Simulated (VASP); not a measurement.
# InPd (R3m) in VASP: notebook, part 2 of 2

VASP 6.6.1. The steps go on from the part before.

**3. Electric field gradients, PBE (shortest bond scaled by 0.7)**

File INCAR:

```
ALGO = Normal ; EDIFF = 1E-8
ENCUT = 520 ; GGA = PE
ISIF = 2 ; ISMEAR = -1
LASPH = T ; LCHARG = F
LEFG = T ; LREAL = F
LWAVE = F ; NBANDS = 18
NELM = 80 ; PREC = Accurate
SIGMA = 0.05
```

File KPOINTS:

```
k-points
0
Gamma
  9 9 9
```

File POSCAR:

```
InPd
1.0
    3.2718847800      0.0000000000      0.0000000000
    0.0000000000      3.2718847800      0.0000000000
    0.0000000000      0.0000000000      3.2718847800
In Pd
1 1
Direct
   -0.0750000000     -0.0750000000     -0.0750000000
    0.5750000000      0.5750000000      0.5750000000
```

Potentials or basis: VASP PAW PBE potentials, release 64 (In_d, Pd).

Started as:

```bash
> cat potpaw_PBE.64/In_d/POTCAR potpaw_PBE.64/Pd/POTCAR > POTCAR
> mpirun -np 1 vasp_std > vasp.out
```

OUTCAR:

```text
EDIFF = 1E-8
   ENCUT = 520
   GGA = PE
   ISIF = 2
   ISMEAR = -1
   LASPH = T
   LREAL = F
   NELM = 80
   PREC = Accurate

 ion  position               nearest neighbor table
   1  0.925  0.925  0.925-   2 1.98   2 2.67   2 2.67   2 2.67   2 3.22   2 3.22   2 3.22   2 3.68

   2  0.575  0.575  0.575-   1 1.98   1 2.67   1 2.67   1 2.67   1 3.22   1 3.22   1 3.22   1 3.68

  LATTYP: Found a simple cubic cell.
 ALAT       =     3.2718847800

  Lattice vectors:

 A1 = (   3.2718847800,   0.0000000000,   0.0000000000)
 A2 = (   0.0000000000,   3.2718847800,   0.0000000000)
 A3 = (   0.0000000000,   0.0000000000,   3.2718847800)

Analysis of symmetry for initial positions (statically):
=====================================================================
 Subroutine PRICEL returns:
 Original cell was already a primitive cell.

 Routine SETGRP: Setting up the symmetry group for a
 simple cubic supercell.

 Subroutine GETGRP returns: Found  6 space group operations
 (whereof  6 operations were pure point group operations)
[... 691 lines left out ...]
     3.271884780  0.000000000  0.000000000     0.305634234  0.000000000  0.000000000
     0.000000000  3.271884780  0.000000000     0.000000000  0.305634234  0.000000000
     0.000000000  0.000000000  3.271884780     0.000000000  0.000000000  0.305634234

 POSITION                                       TOTAL-FORCE (eV/Angst)
 -----------------------------------------------------------------------------------
      3.02649      3.02649      3.02649         9.774294      9.774294      9.774294
      1.88133      1.88133      1.88133        -9.774294     -9.774294     -9.774294
 -----------------------------------------------------------------------------------
    total drift:                                0.000475      0.000475      0.000477

  FREE ENERGIE OF THE ION-ELECTRON SYSTEM (eV)
  ---------------------------------------------------
  free  energy   TOTEN  =        -4.6891019956 eV

  energy  without entropy=       -4.6836519213  energy(sigma->0) =       -4.68637696

 Electric field gradients (V/A^2)
---------------------------------------------------------------------
 ion       V_xx      V_yy      V_zz      V_xy      V_xz      V_yz
---------------------------------------------------------------------
   1       0.000     0.000    -0.000   -40.315   -40.315   -40.315
   2      -0.000    -0.000    -0.000   -52.628   -52.628   -52.628
---------------------------------------------------------------------

 Electric field gradients after diagonalization (V/A^2)
 (convention: |V_zz| > |V_xx| > |V_yy|)
----------------------------------------------------------------------
 ion       V_xx      V_yy      V_zz     asymmetry (V_yy - V_xx)/ V_zz
----------------------------------------------------------------------
   1      40.315    40.315   -80.631       0.000
   2      52.628    52.628  -105.256       0.000
----------------------------------------------------------------------

           NMR quadrupolar parameters

 Cq : quadrupolar parameter    Cq=e*Q*V_zz/h
 eta: asymmetry parameters     (V_yy - V_xx)/ V_zz
 Q  : nuclear electric quadrupole moment in mb (millibarn)
----------------------------------------------------------------------
 ion       Cq(MHz)       eta       Q (mb)
----------------------------------------------------------------------
   1      -0.195       0.000       1.000
   2      -0.255       0.000       1.000
----------------------------------------------------------------------
```

OSZICAR:

```text
N       E                     dE             d eps       ncg     rms          rms(c)
DAV:   1     0.166292750054E+03    0.16629E+03   -0.10623E+04  3106   0.165E+03
DAV:   2     0.394692484687E+01   -0.16235E+03   -0.15570E+03  3086   0.360E+02
DAV:   3    -0.482096514981E+01   -0.87679E+01   -0.87044E+01  3536   0.891E+01
DAV:   4    -0.500712344933E+01   -0.18616E+00   -0.18606E+00  3520   0.118E+01
DAV:   5    -0.501634503871E+01   -0.92216E-02   -0.92212E-02  4086   0.262E+00    0.118E+01
DAV:   6    -0.476798328520E+01    0.24836E+00   -0.22805E-01  4614   0.697E+00    0.662E+00
DAV:   7    -0.469328669513E+01    0.74697E-01   -0.18480E-01  4522   0.432E+00    0.966E-01
DAV:   8    -0.468993693639E+01    0.33498E-02   -0.12880E-02  3350   0.104E+00    0.565E-01
DAV:   9    -0.468910890002E+01    0.82804E-03   -0.29700E-03  4412   0.521E-01    0.151E-01
DAV:  10    -0.468909987571E+01    0.90243E-05   -0.11307E-04  3730   0.109E-01    0.588E-02
DAV:  11    -0.468910236482E+01   -0.24891E-05   -0.77122E-06  3464   0.230E-02    0.103E-02
DAV:  12    -0.468910190139E+01    0.46343E-06   -0.43341E-07  3866   0.569E-03    0.374E-03
DAV:  13    -0.468910199664E+01   -0.95253E-07   -0.61806E-08  3614   0.243E-03    0.110E-03
DAV:  14    -0.468910199564E+01    0.10086E-08   -0.54845E-09  1736   0.924E-04
   1 F= -.46891020E+01 E0= -.46863770E+01  d E =-.545007E-02
```

stdout:

```text
POSCAR found type information on POSCAR InPd
 POSCAR found :  2 types and       2 ions
 scaLAPACK will be used
 LDA part: xc-table for (Slater+PW92), standard interpolation
 POSCAR, INCAR and KPOINTS ok, starting setup
 FFT: planning ... GRIDC
 FFT: planning ... GRID_SOFT
 FFT: planning ... GRID
 WAVECAR not read
 entering main loop
ion   1

ion   2
```

It took 41 s on 1 thread of Intel Xeon 8259CL, shared host; peak memory 0.18 GiB.

What came out:

```
Free energy   : -4.6891 eV
Pressure      : 59.2 GPa
Largest force : 16.930 eV/Å
```

Forces in eV/Å, atoms in the order of the input:
```
In   9.774  9.774  9.774
Pd  -9.774 -9.774 -9.774
```

Levels at points of the mesh, in eV from the Fermi level:
```tsv
k point	band 9	band 10	band 11	band 12	band 13	band 14
(0.00, 0.00, 0.00)	-2.83	-2.78	-2.78	5.65	5.65	5.70
```

Electric field gradients, principal values (V/Å²):
```tsv
atom	least	middle	greatest (by size)
1 In	40.315	40.315	-80.631
2 Pd	52.628	52.628	-105.256
```

Caveat: the cell differs from its parent crystal (shortest bond scaled by 0.7); without QUAD_EFG the Cq values of the log hold for a quadrupole moment of 1 mb, not for the nuclei; spin-orbit coupling is left out, which moves the levels of the heavy elements; forces of over 1 eV/Å act on the atoms, so gaps and moduli don't describe the material at rest.
